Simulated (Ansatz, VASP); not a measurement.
## Sc: VASP beside Ansatz

Contents of INCAR:

```
PREC     = Accurate       # precision mode
ENCUT    = 600            # plane-wave cutoff, eV
EDIFF    = 1E-7           # SCF threshold, eV
ISMEAR   = 0              # smearing method
SIGMA    = 0.1            # smearing width, eV
LREAL    = F              # projectors in reciprocal space
LASPH    = T              # aspherical terms in the spheres
NELM     = 60             # most SCF steps
ALGO     = Fast           # electronic algorithm
ISIF     = 3              # what is computed and relaxed
LWAVE    = F              # write WAVECAR
LCHARG   = F              # write CHGCAR
GGA      = PS             # functional
IBRION   = 2              # ionic algorithm
NSW      = 100            # ionic steps
EDIFFG   = -0.01          # ionic threshold
```

KPOINTS

```
Automatic mesh
0
Gamma
  21 21 18
```

File POSCAR:

```
Sc
1.0
    3.1553832648      0.0000000000      0.0000000000
   -1.5776916324      2.7326420660      0.0000000000
    0.0000000000      0.0000000000      2.9483112381
Sc
1
Direct
    0.0000000000      0.0000000000      0.0000000000
```

Input for Ansatz:

```yaml
crystal:
  lattice:
    - [3.1553832648, 0.0, 0.0]
    - [-1.5776916324, 2.732642066, 0.0]
    - [0.0, 0.0, 2.9483112381]
  atoms:
    - { symbol: Sc, position: [0.0, 0.0, 0.0] }
basis:
  ecutwfc: 420
kpoints:
  mp_grid: { grid: [21, 21, 18] }
hamiltonian:
  xc: pbesol
scf:
  occupations: { method: gaussian, width: 0.1 }
output:
  forces: true
  stress: true
  eigenvalues: true
relax:
  adjacent_minimum: "off"
  f_tol: 0.01
  max_steps: 80
  cell: { stress_tol: 0.05 }
```

Alike in both runs: task relaxation of cell and atoms; functional PBEsol; k mesh 21 × 21 × 18; occupations gaussian, width 0.1 eV; no spin polarisation.

|  | VASP | Ansatz |
| --- | --- | --- |
| version | VASP 6.6.1 | Ansatz 0.2.0 |
| potentials or method | VASP PAW PBE potentials, release 64 (Sc_sv), cutoff 600 eV | scalar-relativistic, plane waves, PAW |
| valence electrons in the cell | 11 | 11 |

Ansatz gave:

| Quantity | Value |
| --- | --- |
| gap on the k mesh at the Fermi level, each at its own relaxed structure (eV) | none |
| relaxed volume (Å³/atom) | 24.00 |
| relaxed cell length with the largest relative difference (Å) | 3.093 |

**Question.** Which values does VASP return?

**Answer.** gap on the k mesh at the Fermi level, each at its own relaxed structure (eV): none; relaxed volume (Å³/atom): 24.06; relaxed cell length with the largest relative difference (Å): 3.096.

VASP's potentials were made for PBE, not for PBEsol. A gap of «none» marks a metal or a gap that the smearing closes.
